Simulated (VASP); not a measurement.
Input of a VASP 6.6.1 run:

Contents of INCAR:

```
SYSTEM = Al
PREC     = Accurate       ! precision mode
ENCUT    = 520            ! plane-wave cutoff, eV
EDIFF    = 1E-8           ! SCF threshold, eV
ISMEAR   = -1             ! smearing method
SIGMA    = 0.03           ! smearing width, eV
LREAL    = .False.        ! projectors in reciprocal space
LASPH    = .True.         ! aspherical terms in the spheres
NELM     = 60             ! most SCF steps
ALGO     = Normal         ! electronic algorithm
ISIF     = 2              ! what is computed and relaxed
LWAVE    = .False.        ! write WAVECAR
LCHARG   = .False.        ! write CHGCAR
GGA      = CA             ! functional
LEFG     = .True.       
NBANDS   = 8              ! bands
```

KPOINTS

```
Automatic mesh
0
Gamma
  17 17 17
  0 0 0
```

File POSCAR:

```
Al
1.0
    0.0404796000      2.0442198000      2.0442198000
    2.0442198000      0.0404796000      2.0442198000
    2.0442198000      2.0442198000      0.0404796000
Al
1
Direct
    0.0000000000      0.0000000000      0.0000000000
```

Potentials or basis: VASP PAW LDA potentials, release 64 (Al).

Run with:

```sh
$ cat potpaw_LDA.64/Al/POTCAR > POTCAR
$ mpirun -np 1 vasp_std > vasp.out
```

Problem. Predict the pressure.

Solution. -3.5 GPa.

Stress tensor (GPa, compression positive):
```
-3.53 -0.82 -0.82
-0.82 -3.53 -0.82
-0.82 -0.82 -3.53
```

Caveat: the cell differs from its parent crystal (equal xy, yz and zx shear strains of +2 %); without QUAD_EFG the Cq values of the log hold for a quadrupole moment of 1 mb, not for the nuclei.
